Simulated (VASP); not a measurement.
YS, 2 atoms in the cell. It takes space group I4/mmm (No. 139, tetragonal). Conventional cell: a = 3.880 Å, b = 3.880 Å, c = 5.378 Å, α = 90.00°, β = 90.00°, γ = 90.00°. Within 3.5 Å of Y (site symmetry 4/mmm) lie 6 S at 2.69 to 2.74 Å. Within 3.5 Å of S (site symmetry 4/mmm) lie 6 Y at 2.69 to 2.74 Å.  This cell differs from its parent crystal: zz strain of -2 %.

* Program: VASP 6.6.1
* Task: single point
* Functional: LDA
* Potentials or basis: VASP PAW LDA potentials, release 64 (Y_sv, S)
* Cutoff: 520 eV
* k mesh: 8 × 8 × 8
* Occupations: fermi-dirac, width 0.01 eV
* Spin: no spin polarisation
* Dipole correction: no
* Further INCAR settings: ALGO = Normal; EDIFF = 1e-06; NBANDS = 16

Potentials or basis: VASP PAW LDA potentials, release 64 (Y_sv, S).

Run with:

```sh
$ cat potpaw_LDA.64/Y_sv/POTCAR potpaw_LDA.64/S/POTCAR > POTCAR
$ mpirun -np 1 vasp_std > vasp.out
```

Hardware: 1 thread of Intel Xeon 8259CL (shared host).

**Question.** Estimate the wall time of this run.

**Answer.** Wall time 72 s on 1 thread of Intel Xeon 8259CL, with other jobs on the host, peak memory 0.19 GiB. Counts: scf iterations 13, k points 59.
